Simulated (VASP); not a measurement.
# La (P6_3/mmc) in VASP: a series of runs

The runs below take La through single point, with PBE.

Program: VASP 6.6.1. These are calculated values, not measurements. Logs are shortened: lines on timing, memory, paths and dates and some standing lists are left out, and cuts for length are marked.

## 1. The cell of the first run

It takes space group P6_3/mmc (No. 194, hexagonal). The conventional cell has a = 3.706 Å, b = 3.706 Å, c = 5.953 Å, α = 90.00°, β = 90.00°, γ = 120.00°. Within 4.8 Å of La (site symmetry -6m2) lie 12 La at 3.67 to 3.71 Å.

## 2. Single point, PBE (volume scaled by 0.9405)

File INCAR:

```
  PREC = Accurate
  ENCUT = 520
  EDIFF = 1E-6
  ISMEAR = -1
  SIGMA = 0.05
  LREAL = F
  LASPH = T
  NELM = 60
  ALGO = Normal
  ISIF = 2
  LWAVE = F
  LCHARG = T
  GGA = PE
  LELF = T
  LVHAR = T
  NBANDS = 18
```

File KPOINTS:

```
regular mesh
0
Gamma
  12 12 7
```

File POSCAR:

```
La
1.0
    3.7064888893      0.0000000000      0.0000000000
   -1.8532444446      3.2099135370      0.0000000000
    0.0000000000      0.0000000000      5.9531465966
La
2
Direct
    0.3333333333      0.6666666667      0.2500000000
    0.6666666667      0.3333333333      0.7500000000
```

Potentials or basis: VASP PAW PBE potentials, release 64 (La).

On the command line:

```
> cat potpaw_PBE.64/La/POTCAR > POTCAR
> mpirun -np 1 vasp_std > vasp.out
```

OUTCAR:

```text
PREC = Accurate
   ENCUT = 520
   EDIFF = 1E-6
   ISMEAR = -1
   LREAL = F
   LASPH = T
   NELM = 60
   ISIF = 2
   GGA = PE

 ion  position               nearest neighbor table
   1  0.333  0.667  0.250-   2 3.67   2 3.67   2 3.67   2 3.67   2 3.67   2 3.67
   2  0.667  0.333  0.750-   1 3.67   1 3.67   1 3.67   1 3.67   1 3.67   1 3.67

  LATTYP: Found a hexagonal cell.
 ALAT       =     3.7064888893
 C/A-ratio  =     1.6061417623

  Lattice vectors:

 A1 = (   3.7064888893,   0.0000000000,   0.0000000000)
 A2 = (  -1.8532444446,   3.2099135370,   0.0000000000)
 A3 = (   0.0000000000,   0.0000000000,   5.9531465966)

Analysis of symmetry for initial positions (statically):
=====================================================================
 Subroutine PRICEL returns:
 Original cell was already a primitive cell.

 Routine SETGRP: Setting up the symmetry group for a
 hexagonal supercell.

 Subroutine GETGRP returns: Found 24 space group operations
 (whereof 12 operations were pure point group operations)
 out of a pool of 24 trial point group operations.

The static configuration has the point symmetry D_3d.
 The point group associated with its full space group is D_6h.

Analysis of symmetry for dynamics (positions and initial velocities):
=====================================================================
 Subroutine PRICEL returns:
 Original cell was already a primitive cell.

 Routine SETGRP: Setting up the symmetry group for a
 hexagonal supercell.

 Subroutine GETGRP returns: Found 24 space group operations
 (whereof 12 operations were pure point group operations)
 out of a pool of 24 trial point group operations.

The dynamic configuration has the point symmetry D_3d.
 The point group associated with its full space group is D_6h.

 Subroutine INISYM returns: Found 24 space group operations
 (whereof 12 operations are pure point group operations),
 and found     1 'primitive' translations

----------------------------------------------------------------------------------------

                                     Primitive cell

  volume of cell :      70.8276

  direct lattice vectors                    reciprocal lattice vectors
     3.706488889  0.000000000  0.000000000     0.269797113  0.155767436  0.000000000
    -1.853244445  3.209913537  0.000000000     0.000000000  0.311534871  0.000000000
     0.000000000  0.000000000  5.953146597     0.000000000  0.000000000  0.167978393

  length of vectors
     3.706488889  3.706488889  5.953146597     0.311534871  0.311534871  0.167978393

  position of ions in fractional coordinates (direct lattice)
     0.333333333  0.666666667  0.250000000
     0.666666667  0.333333333  0.750000000

  ion indices of the primitive-cell ions
   primitive index   ion index
                 1           1
                 2           2

----------------------------------------------------------------------------------------

 KPOINTS: regular mesh

Automatic generation of k-mesh.
 Grid dimensions read from file:
 generate k-points for:   12   12    7

 Generating k-lattice:

  Cartesian coordinates                     Fractional coordinates (reciprocal lattice)
     0.022483093  0.012980620  0.000000000     0.083333333  0.000000000  0.000000000
     0.000000000  0.025961239  0.000000000     0.000000000  0.083333333  0.000000000
     0.000000000  0.000000000  0.023996913     0.000000000  0.000000000  0.142857143

  Length of vectors
     0.025961239  0.025961239  0.023996913

  Shift w.r.t. Gamma in fractional coordinates (k-lattice)
     0.000000000  0.000000000  0.000000000

 Subroutine IBZKPT returns following result:
 ===========================================

 Found     76 irreducible k-points:

 Following reciprocal coordinates:
            Coordinates               Weight
  0.000000  0.000000  0.000000      1.000000
  0.083333 -0.000000  0.000000      6.000000
  0.166667  0.000000  0.000000      6.000000
  0.250000 -0.000000  0.000000      6.000000
  0.333333  0.000000  0.000000      6.000000
  0.416667  0.000000  0.000000      6.000000
[... 16 lines left out ...]
  0.250000 -0.000000  0.142857     12.000000
  0.333333  0.000000  0.142857     12.000000
 [... further k-points ...]
   k-points           NKPTS =     76   k-points in BZ     NKDIM =     76   number of bands    NBANDS=     18
   number of dos      NEDOS =    301   number of ions     NIONS =      2
   total plane-waves  NPLWV =  37632
   dimension x,y,z NGX =    28 NGY =   28 NGZ =   48
   dimension x,y,z NGXF=    56 NGYF=   56 NGZF=   96
   ions per type =               2
   NGX,Y,Z   is equivalent  to a cutoff of  12.56, 12.56, 13.40 a.u.
   NGXF,Y,Z  is equivalent  to a cutoff of  25.12, 25.12, 26.81 a.u.
 SYSTEM =  unknown system
   PREC   = accura    normal or accurate (medium, high low for compatibility)
   ISTART =      0    job   : 0-new  1-cont  2-samecut
   ICHARG =      2    charge: 1-file 2-atom 10-const
   ISPIN  =      1    spin polarized calculation?
   LNONCOLLINEAR =      F non collinear calculations
   LSORBIT =      F    spin-orbit coupling
   LASPH  =      T    aspherical Exc in radial PAW
   ENCUT  =  520.0 eV  38.22 Ry    6.18 a.u.   6.89  6.89 11.07*2*pi/ulx,y,z
   NELM   =     60;   NELMIN=  2; NELMDL= -5     # of ELM steps
   EDIFF  = 0.1E-05   stopping-criterion for ELM
   LREAL  =      F    real-space projection
   EDIFFG = 0.1E-04   stopping-criterion for IOM
   NSW    =      0    number of steps for IOM
   IBRION =     -1    ionic relax: 0-MD 1-quasi-New 2-CG
   NFREE  =      0    steps in history (QN), initial steepest desc. (CG)
   ISIF   =      2    stress and relaxation
   ISYM   =      2    0-nonsym 1-usesym 2-fastsym
   POTIM  = 0.5000    time-step for ionic-motion
   TEBEG  =    0.0;   TEEND  =   0.0 temperature during run
   PSTRESS=    0.0 pullay stress
   NELECT =      22.0000    total number of electrons
   NUPDOWN=      -1.0000    fix difference up-down
   EMIN   =  10.00;   EMAX   =-10.00  energy-range for DOS
   EFERMI =   0.00;   METHOD = LEGACY
   ISMEAR =    -1;   SIGMA  =   0.05  broadening in eV -4-tet -1-fermi 0-gaus
   EFERMI_NEDOS =   21; number of points for ismear=-14 and -15
   IALGO  =     38    algorithm
   IMIX   =      4    mixing-type and parameters
     AMIX     =   0.40;   BMIX     =  1.00
     AMIX_MAG =   1.60;   BMIX_MAG =  1.00
  volume/ion in A,a.u.               =      35.41       238.98
  Fermi-wavevector in a.u.,A,eV,Ry     =   1.108702  2.095143 16.724557  1.229220
  Thomas-Fermi vector in A             =   2.245233
   LORBIT       =      0    0 simple, 1 ext, 2 COOP (PROOUT), +10 PAW based schemes
   GGA     = PE    functional components
   LHFCALC =     F    Hartree Fock is set to
   AEXX    =    0.0000 exact exchange contribution
   IVDW    =     0    specifies the selected vdW correction
   LEPSILON=     F    determine dielectric tensor
   LRPA    =     F    only Hartree local field effects (RPA)
 non-spin polarized calculation
  energy-cutoff  :      520.00
  volume of cell :       70.83
 maximum number of plane-waves:      1926
 NGX is ok and might be reduce to    28
   NGX = 13   NGY = 13   NGZ = 23

 number of electron      22.0000001 magnetization

 Free energy of the ion-electron system (eV)
  ---------------------------------------------------
  ext. energy  EPLUGINS =         0.00000000
  ---------------------------------------------------
  free energy    TOTEN  =        -9.70581653 eV

  energy without entropy =       -9.67595156  energy(sigma->0) =       -9.69088405

 E-fermi :   8.3119     XC(G=0):  -9.7557

 val. band max:        8.3012614248   @ k =   0.2500  -0.0000   0.1429
 cond. band min:       8.3184526483   @ k =   0.1667   0.0833   0.0000
 fundamental gap:      0.0171912235
 Fermi energy:         8.3118853188

 k-point     1 :       0.0000    0.0000    0.0000
  band No.  band energies     occupation
      1     -24.4789      2.00000
      2     -24.2279      2.00000
      3      -8.9714      2.00000
      4      -7.6121      2.00000
      5      -7.6121      2.00000
      6      -7.3937      2.00000
[... 10 lines left out ...]
     17      10.0687      0.00000
     18      10.2037      0.00000

 k-point     2 :       0.0833   -0.0000    0.0000
  band No.  band energies     occupation
      1     -24.4657      2.00000
      2     -24.2219      2.00000
      3      -8.9385      2.00000
      4      -7.6982      2.00000
      5      -7.6393      2.00000
      6      -7.4820      2.00000
[... 10 lines left out ...]
     17      10.0881      0.00000
     18      10.0890      0.00000

 k-point     3 :       0.1667    0.0000    0.0000
  band No.  band energies     occupation
      1     -24.4286      2.00000
      2     -24.2060      2.00000
      3      -8.8435      2.00000
      4      -7.9288      2.00000
      5      -7.7118      2.00000
      6      -7.7099      2.00000
[... 10 lines left out ...]
     17      10.1387      0.00000
     18      10.1690      0.00000

 k-point     4 :       0.2500   -0.0000    0.0000
  band No.  band energies     occupation
      1     -24.3752      2.00000
      2     -24.1862      2.00000
      3      -8.6983      2.00000
      4      -8.2333      2.00000
      5      -8.0029      2.00000
      6      -7.8000      2.00000
[... 375 lines left out ...]
      4      -7.9091      2.00000
      5      -7.7631      2.00000
      6      -7.6967      2.00000
[... 10 lines left out ...]
     17      10.1554      0.00000
     18      10.2026      0.00000

 k-point    23 :       0.2500   -0.0000    0.1429
  band No.  band energies     occupation
      1     -24.3661      2.00000
      2     -24.1958      2.00000
      3      -8.6808      2.00000
      4      -8.1921      2.00000
      5      -8.0457      2.00000
      6      -7.7848      2.00000
[... 10 lines left out ...]
     17      10.2030      0.00000
     18      10.2456      0.00000

 k-point    24 :       0.3333    0.0000    0.1429
  band No.  band energies     occupation
      1     -24.3098      2.00000
      2     -24.1778      2.00000
      3      -8.6541      2.00000
      4      -8.3894      2.00000
      5      -8.2737      2.00000
      6      -7.8681      2.00000
[... 10 lines left out ...]
     17      10.2003      0.00000
     18      10.2861      0.00000

 [... further k-points ...]
[... 5 lines left out ...]
  --------------------------------------------------------------------------------------
  -------------------------------------------------------------------------------------
  Total        0.7654295      0.7654295      0.8660639      0.0000000     -0.0000000      0.0000000
  in kB       17.3146278     17.3146278     19.5910579      0.0000000     -0.0000000      0.0000000
  external PRESSURE =      18.0734378 kB  Pullay stress =       0.0000000 kB

 VOLUME and BASIS-vectors are now :
 -----------------------------------------------------------------------------
  energy-cutoff  :      520.00
  volume of cell :       70.83
      direct lattice vectors                 reciprocal lattice vectors
     3.706488889  0.000000000  0.000000000     0.269797113  0.155767436  0.000000000
    -1.853244445  3.209913537  0.000000000     0.000000000  0.311534871  0.000000000
     0.000000000  0.000000000  5.953146597     0.000000000  0.000000000  0.167978393

 POSITION                                       TOTAL-FORCE (eV/Angst)
 -----------------------------------------------------------------------------------
     -0.00000      2.13994      1.48829        -0.000000      0.000000      0.000000
      1.85324      1.06997      4.46486         0.000000      0.000000      0.000000
 -----------------------------------------------------------------------------------
    total drift:                               -0.000000      0.000000     -0.000000

  FREE ENERGIE OF THE ION-ELECTRON SYSTEM (eV)
  ---------------------------------------------------
  free  energy   TOTEN  =        -9.7058165335 eV

  energy  without entropy=       -9.6759515611  energy(sigma->0) =       -9.69088405
```

It took 2 min on 1 thread of Oxide Virtual Turin-like, shared host; peak memory 0.22 GiB.

What came out:

```
Free energy            : -9.7058 eV
Pressure               : 1.8 GPa
Band gap on the k mesh : zero (band 11 reaches 9.46 eV, above the bottom of band 12 at 8.05 eV)
```

Caveat: spin-orbit coupling is left out, which moves the levels of the heavy elements.

## 3. Single point, PBE (volume scaled by 0.98)

File INCAR:

```
PREC = Accurate
ENCUT = 520
EDIFF = 1E-6
ISMEAR = -1
SIGMA = 0.05
LREAL = False
LASPH = True
NELM = 100
ALGO = Normal
ISIF = 2
LWAVE = False
LCHARG = True
GGA = PE
LELF = True
LVHAR = True
NBANDS = 18
```

KPOINTS is that of step 2.

File POSCAR:

```
La
1.0
    3.7576684744      0.0000000000      0.0000000000
   -1.8788342372      3.2542363578      0.0000000000
    0.0000000000      0.0000000000      6.0353482655
La
2
Direct
    0.3333333333      0.6666666667      0.2500000000
    0.6666666667      0.3333333333      0.7500000000
```

Potentials or basis: VASP PAW PBE potentials, release 64 (La).

On the command line:

```
> cat potpaw_PBE.64/La/POTCAR > POTCAR
> mpirun -np 1 vasp_std > vasp.out
```

Wall time 2.4 min (1 thread of Oxide Virtual Turin-like, shared host); peak memory 0.22 GiB.

It converged, with:

```yaml
Free_energy: -9.7285 eV
Pressure: 0.6 GPa
Band_gap_on_the_k_mesh: zero (band 11 reaches 9.04 eV, above the bottom of band 12 at 7.69 eV)
```

Levels at points of the mesh, in eV from the Fermi level:
```tsv
k point	band 9	band 10	band 11	band 12	band 13	band 14
(0.00, 0.00, 0.00)	-3.16	-1.75	1.13	1.32	1.32	1.56
(0.50, 0.00, 0.00)	-1.61	-1.14	-1.13	1.21	1.22	1.36
```

Caveat: spin-orbit coupling is left out, which moves the levels of the heavy elements.
